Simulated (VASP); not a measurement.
Set up this calculation in VASP 6.6.1, as the native input.

```yaml
Task: single point
Functional: LDA
Potentials_or_basis: VASP PAW LDA potentials, release 64 (Sb, Ga_d)
Cutoff: 520 eV
k_mesh: 8 × 8 × 8
Occupations: fermi-dirac, width 0.05 eV
Spin: no spin polarisation
Dipole_correction: no
Further_INCAR_settings: ALGO = Normal; EDIFF = 1e-06; NBANDS = 16
```

The structure of GaSb lies in POSCAR:

```
GaSb
1.0
    0.0000000000      3.0384691801      3.0384691801
    3.0384691801      0.0000000000      3.0384691801
    3.0384691801      3.0384691801      0.0000000000
Sb Ga
1 1
Direct
    0.7500000000      0.7500000000      0.7500000000
    0.0000000000      0.0000000000      0.0000000000
```

The input as run:

INCAR

```
SYSTEM = GaSb
PREC = Accurate
ENCUT = 520
EDIFF = 1E-6
ISMEAR = -1
SIGMA = 0.05
LREAL = .False.
LASPH = .True.
NELM = 100
ALGO = Normal
ISIF = 2
LWAVE = .False.
LCHARG = .False.
NBANDS = 16
```

KPOINTS

```
regular mesh
0
Gamma
  8 8 8
  0 0 0
```

Potentials or basis: VASP PAW LDA potentials, release 64 (Sb, Ga_d).

The run is started by

```console
$ cat potpaw_LDA.64/Sb/POTCAR potpaw_LDA.64/Ga_d/POTCAR > POTCAR
$ mpirun -np 1 vasp_std > vasp.out
```

Results of the run:

The pressure is -0.6 GPa.

Wall time 12 s on 1 thread of Intel(R) Xeon(R) Platinum 8488C (Sapphire Rapids), with other jobs on the host, peak memory 0.17 GiB.
